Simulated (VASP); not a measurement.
**GaN: phonons with r2SCAN**

Crystal: GaN.

```
Ga N
1.0
     3.19410    0.00000    0.00000
    -1.59705    2.76617    0.00000
     0.00000    0.00000    5.20114
Ga N
2 2
Cartesian
  0.0000 1.8441 -0.0047
  1.5970 0.9221 2.5959
  0.0000 1.8441 1.9551
  1.5970 0.9221 4.5557
```

```json
{
  "Program": "VASP 6.6.1",
  "Task": "phonons",
  "Functional": "r2SCAN",
  "Potentials or basis": "VASP PAW PBE potentials, release 64 (Ga_d, N)",
  "Cutoff": "520 eV",
  "k mesh": "8 × 8 × 4",
  "Occupations": "gaussian, width 0.01 eV",
  "Spin": "no spin polarisation",
  "Dipole correction": "no",
  "Further INCAR settings": "ALGO = Normal; EDIFF = 1e-08; NBANDS = 26; IBRION = 6; POTIM = 0.015; NSW = 1"
}
```

| Quantity | Value |
| --- | --- |
| Highest phonon frequency at Γ, LO-TO splitting left out | 691 cm⁻¹ |

Phonon frequencies in cm⁻¹ (negative: imaginary):
```tsv
q point	frequencies
(0.000, 0.000, 0.000)	-8 0 0 140 140 323 526 551 551 560 560 691
```

It took 25 min on 1 thread of AMD EPYC 9R45 96-Core Processor (Zen 5), with other jobs on the host, peak memory 0.31 GiB.
